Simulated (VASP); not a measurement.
Write the native input for VASP 6.6.1 that does the following.

```
Task                   : single point
Functional             : PBE
Potentials or basis    : VASP PAW PBE potentials, release 64 (Sr_sv, V_sv, O)
Cutoff                 : 520 eV
k mesh                 : 10 × 10 × 10
Occupations            : fermi-dirac, width 0.1 eV
Spin                   : collinear spin, ferromagnetic start
Starting moments       : [0.0, 2.0, 0.0, 0.0, 0.0] μB
Dipole correction      : no
Further INCAR settings : ALGO = Normal; EDIFF = 1e-07; NBANDS = 32
```

The structure of SrVO3 lies in POSCAR:

```
SrVO3
1.0
    3.8409000000      0.0000000000      0.0000000000
    0.0000000000      3.8409000000      0.0000000000
    0.0000000000      0.0000000000      3.8409000000
Sr V O
1 1 3
Direct
    0.5000000000      0.5000000000      0.5000000000
    0.0000000000      0.0000000000      0.0000000000
    0.0000000000      0.0000000000      0.5000000000
    0.0000000000      0.5000000000      0.0000000000
    0.5000000000      0.0000000000      0.0000000000
```

The input as run:

INCAR

```
SYSTEM = SrVO3
ALGO = Normal
EDIFF = 1E-7
ENCUT = 520
GGA = PE
ISIF = 2
ISMEAR = -1
ISPIN = 2
LASPH = .True.
LCHARG = .True.
LELF = .True.
LMAXMIX = 4
LORBIT = 11
LREAL = .False.
LVHAR = .True.
LWAVE = .False.
MAGMOM = 0 2 0 0 0
NBANDS = 32
NELM = 150
PREC = Accurate
SIGMA = 0.1
```

KPOINTS

```
k-points
0
Gamma
  10 10 10
  0 0 0
```

Potentials or basis: VASP PAW PBE potentials, release 64 (Sr_sv, V_sv, O).

The run is started by

```sh
$ cat potpaw_PBE.64/Sr_sv/POTCAR potpaw_PBE.64/V_sv/POTCAR potpaw_PBE.64/O/POTCAR > POTCAR
$ mpirun -np 1 vasp_std > vasp.out
```

It gave:

The pressure is 3.5 GPa, the net moment is 0.00 μB per cell and the valence electrons inside the program's atomic spheres are Sr 8.02; V 11.59; O 5.05.

Caveat: the cell stands under pressure; the moments typed at the start vanished in this run.

It took 3.1 min on 1 thread of AMD EPYC 9R45 96-Core Processor (Zen 5), with other jobs on the host, peak memory 0.27 GiB.
